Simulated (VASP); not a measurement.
Wanted: the native input for a VASP 6.6.1 run.

```yaml
Task: single point
Functional: PBE
Dispersion: D3(BJ)
Potentials_or_basis: VASP PAW PBE potentials, release 64 (B, N)
Cutoff: 520 eV
k_mesh: 3 × 3 × 2, shifted
Occupations: fermi-dirac, width 0.1551 eV
Spin: no spin polarisation
Dipole_correction: no
Further_INCAR_settings: LREAL = Auto; ALGO = Normal; EDIFF = 1e-07; NBANDS = 46
```

The structure of BN lies in POSCAR:

```
BN
1.0
    2.5531020490     -4.4221024657      0.0000000000
    2.5531020489      4.4221024657      0.0000000000
    0.0000000000      0.0000000000      6.7918449327
B N
8 8
Direct
    0.3733013500      0.1411183538      0.2352147341
    0.8607132581      0.1663060109      0.2504974741
    0.3628117756      0.6423858040      0.2648000680
    0.8842671549      0.6723247571      0.2691155375
    0.7236835460      0.3616835670      0.7770410032
    0.2130833194      0.3294829288      0.7618530828
    0.7111872559      0.8503002694      0.7337724947
    0.2444387964      0.8663511155      0.7803561554
    0.3839842649      0.1963337058      0.7974559275
    0.8579377940      0.1638611588      0.7475574090
    0.3703259936      0.6713511305      0.7248799183
    0.8922029244      0.7144625834      0.7561185585
    0.7130314848      0.3362211298      0.2560653279
    0.2533674494      0.3390698959      0.2304204550
    0.7263585254      0.8394809606      0.2736278608
    0.2006118977      0.8090527967      0.2665188940
```

This cell differs from its parent crystal: dynamics (nvt langevin) at 1800 K, volume x 1.06, from the last frame before.

One way to write it, as run:

INCAR

```
PREC     = Accurate       # precision mode
ENCUT    = 520            # plane-wave cutoff, eV
EDIFF    = 1E-7           # SCF threshold, eV
ISMEAR   = -1             # smearing method
SIGMA    = 0.1551         # smearing width, eV
LREAL    = Auto         
LASPH    = T              # aspherical terms in the spheres
NELM     = 100            # most SCF steps
ALGO     = Normal         # electronic algorithm
ISIF     = 2              # what is computed and relaxed
LWAVE    = F              # write WAVECAR
LCHARG   = T              # write CHGCAR
GGA      = PE             # functional
IVDW     = 12             # dispersion correction
LELF     = T              # ELF
LVHAR    = T            
NBANDS   = 46             # bands
```

KPOINTS

```
Automatic mesh
0
Gamma
  3 3 2
  0 0 0.5
```

Potentials or basis: VASP PAW PBE potentials, release 64 (B, N).

Launch:

```bash
$ cat potpaw_PBE.64/B/POTCAR potpaw_PBE.64/N/POTCAR > POTCAR
$ mpirun -np 1 vasp_std > vasp.out
```

It gave:

```json
{"Pressure": "-10.5 GPa", "Largest force": "6.379 eV/Å", "Band gap on the k mesh": "3.84 eV, indirect (least direct gap 3.86 eV)", "Dispersion energy per atom": "-0.132 eV"}
```

Caveat: the k points lie up to 0.47 Å⁻¹ apart; forces of over 1 eV/Å act on the atoms, so gaps and moduli don't describe the material at rest.

It took 56 s on 1 thread of Intel(R) Xeon(R) 6975P-C (Granite Rapids) (shared host), peak memory 0.29 GiB.
